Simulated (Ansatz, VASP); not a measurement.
**One calculation of Al2P3, two programs**

File INCAR:

```
SYSTEM = Al2P3
PREC = Accurate
ENCUT = 600
EDIFF = 1E-6
ISMEAR = 0
SIGMA = 0.1
LREAL = .FALSE.
LASPH = .TRUE.
NELM = 60
ALGO = Normal
ISIF = 3
LWAVE = .FALSE.
LCHARG = .FALSE.
GGA = PE
IBRION = 2
NSW = 90
EDIFFG = -0.04
```

The input KPOINTS:

```
Automatic mesh
0
G
  4 4 4
  0 0 0
```

File POSCAR:

```
Al2P3
1.0
    4.6367480800      0.0000000000      0.0000000000
    0.0000000000      3.9303748300      2.6832040100
    0.0000000000     -3.9303748300      2.6832040100
Al P
2 3
Direct
    0.5000000000      0.1727616400      0.9464657600
    0.5000000000      0.9464657600      0.1727616400
    0.5000000000      0.6894562100      0.4635053700
    0.5000000000      0.4635053700      0.6894562100
    0.0000000000      0.5943064500      0.5943064500
```

Input for Ansatz:

```yaml
crystal:
  lattice:
    - [4.63674808, 0.0, 0.0]
    - [0.0, 3.93037483, 2.68320401]
    - [0.0, -3.93037483, 2.68320401]
  atoms:
    - { symbol: Al, position: [0.5, 0.17276164, 0.94646576] }
    - { symbol: Al, position: [0.5, 0.94646576, 0.17276164] }
    - { symbol: P, position: [0.5, 0.68945621, 0.46350537] }
    - { symbol: P, position: [0.5, 0.46350537, 0.68945621] }
    - { symbol: P, position: [0.0, 0.59430645, 0.59430645] }
basis:
  ecutwfc: 420
kpoints:
  mp_grid: { grid: [4, 4, 4] }
hamiltonian:
  xc: pbe
scf:
  occupations: { method: gaussian, width: 0.1 }
  lower_state_search: "off"
output:
  forces: true
  stress: true
  eigenvalues: true
relax:
  adjacent_minimum: "off"
  f_tol: 0.04
  max_steps: 70
  cell: { stress_tol: 0.4 }
```

Alike in both runs: task relaxation of cell and atoms; functional PBE; k mesh 4 × 4 × 4; occupations gaussian, width 0.1 eV; no spin polarisation.

|  | VASP | Ansatz |
| --- | --- | --- |
| version | VASP 6.6.1 | Ansatz 0.2.0 |
| potentials or method | VASP PAW PBE potentials, release 64 (Al, P), cutoff 600 eV | scalar-relativistic, plane waves, PAW |
| valence electrons in the cell | 21 | 21 |

```tsv
	VASP	Ansatz	Ansatz less VASP
gap on the k mesh at the Fermi level, each at its own relaxed structure (eV)	none	none	-
relaxed volume (Å³/atom)	18.54	18.21	-0.327
relaxed cell length with the largest relative difference (Å)	3.550	3.294	-0.2558
```

A gap of «none» marks a metal or a gap that the smearing closes. One of these differences is far larger than is usual between the two programs; its cause wasn't traced.
